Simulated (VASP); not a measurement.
Input of a VASP 6.6.1 run:

INCAR

```
SYSTEM = B9C5
PREC     = Accurate       ! precision mode
ENCUT    = 520            ! plane-wave cutoff, eV
EDIFF    = 1E-6           ! SCF threshold, eV
ISMEAR   = -1             ! smearing method
SIGMA    = 0.05           ! smearing width, eV
LREAL    = .False.        ! projectors in reciprocal space
LASPH    = .True.         ! aspherical terms in the spheres
NELM     = 120            ! most SCF steps
ALGO     = Normal         ! electronic algorithm
ISIF     = 2              ! what is computed and relaxed
LWAVE    = .False.        ! write WAVECAR
LCHARG   = .True.         ! write CHGCAR
GGA      = PE             ! functional
LELF     = .True.         ! ELF
LVHAR    = .True.       
NBANDS   = 36             ! bands
ISYM     = -1           
GGA_COMPAT= .False.
```

File KPOINTS:

```
explicit points
1
Reciprocal
  0.25000000   0.25000000   0.25000000 1
```

Contents of POSCAR:

```
B9C5
1.0
    4.7317320000     -0.0454910000      0.0395370000
   -0.0454910000      4.9851620000     -0.0605250000
    0.0395370000     -0.0605250000      4.8261280000
C B
5 9
Direct
    0.9145722204      0.5135241178      0.3849832838
    0.8002089986      0.7632209256      0.4287922084
    0.9462378323      0.9148721234      0.6338775578
    0.3098242795      0.2824601667      0.1419161239
    0.0329281430      0.4044191949      0.6460349978
    0.8548774755      0.1651799697      0.8089661582
    0.5044645259      0.8109716117      0.2806983244
    0.9735692296      0.3303986595      0.1254391455
    0.4057779118      0.8002837653      0.9540020351
    0.3181153425      0.9285233220      0.6219214550
    0.5005181630      0.1119463438      0.9602079692
    0.2296508876      0.5966788518      0.1443980102
    0.2585915553      0.2225732615      0.4509735988
    0.1440068619      0.6616914547      0.7871140749
```

Potentials or basis: VASP PAW PBE potentials, release 64 (C, B).

Launch:

```bash
$ cat potpaw_PBE.64/C/POTCAR potpaw_PBE.64/B/POTCAR > POTCAR
$ mpirun -np 1 vasp_std > vasp.out
```

Problem. Predict the pressure.

Solution. 4.5 GPa.

Problem. Estimate the band gap on the k mesh.

Solution. Zero (an odd number of electrons rules out a gap without spin polarisation).

Stress tensor (GPa, compression positive):
```
-3.81 -7.12 -3.16
-7.12 20.60 -1.23
-3.16 -1.23 -3.44
```

Caveat: the atoms stand as in a frame of molecular dynamics; an odd number of electrons without spin polarisation forces a metal; a magnetic or distorted state may lie lower.
